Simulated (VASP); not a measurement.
Set up this calculation in VASP 6.6.1, as the native input.

```yaml
Task: single point
Functional: PBEsol
Potentials_or_basis: VASP PAW PBE potentials, release 64 (Cu_sv_GW, O)
Cutoff: 820 eV
k_mesh: 8 × 8 × 8
Occupations: fermi-dirac, width 0.05 eV
Spin: no spin polarisation
Dipole_correction: no
Further_INCAR_settings: ALGO = Normal; EDIFF = 1e-06; NBANDS = 42
```

The structure of Cu3O2 lies in POSCAR:

```
Cu3O2
1.0
   -2.0229820000      2.0229820000      3.5266723200
    2.0229820000     -2.0229820000      3.5266723200
    2.0229820000      2.0229820000     -3.5266723200
Cu O
3 2
Direct
    0.0000000000      0.0000000000      0.0000000000
    0.7500000000      0.2500000000      0.5000000000
    0.2500000000      0.7500000000      0.5000000000
    0.5000000000      0.0000000000      0.5000000000
    0.0000000000      0.5000000000      0.5000000000
```

One way to write it, as run:

INCAR

```
PREC = Accurate ; ENCUT = 820
EDIFF = 1E-6 ; ISMEAR = -1
SIGMA = 0.05 ; LREAL = False
LASPH = True ; NELM = 120
ALGO = Normal ; ISIF = 2
LWAVE = False ; LCHARG = False
GGA = PS ; NBANDS = 42
GGA_COMPAT = False
```

KPOINTS

```
Automatic mesh
0
Gamma
  8 8 8
```

Potentials or basis: VASP PAW PBE potentials, release 64 (Cu_sv_GW, O).

Run with:

```bash
$ cat potpaw_PBE.64/Cu_sv_GW/POTCAR potpaw_PBE.64/O/POTCAR > POTCAR
$ mpirun -np 1 vasp_std > vasp.out
```

It gave:

* Pressure: 3.3 GPa
* Band gap on the k mesh: zero (an odd number of electrons rules out a gap without spin polarisation)

Caveat: the stress differs along the axes, from -2 to 14 GPa; the PAW data sets were made with another functional, which shifts forces and pressure a little.

It took 7.7 min on 1 thread of AMD EPYC 7R43 64-Core Processor (Zen 3), with other jobs on the host, peak memory 0.38 GiB.
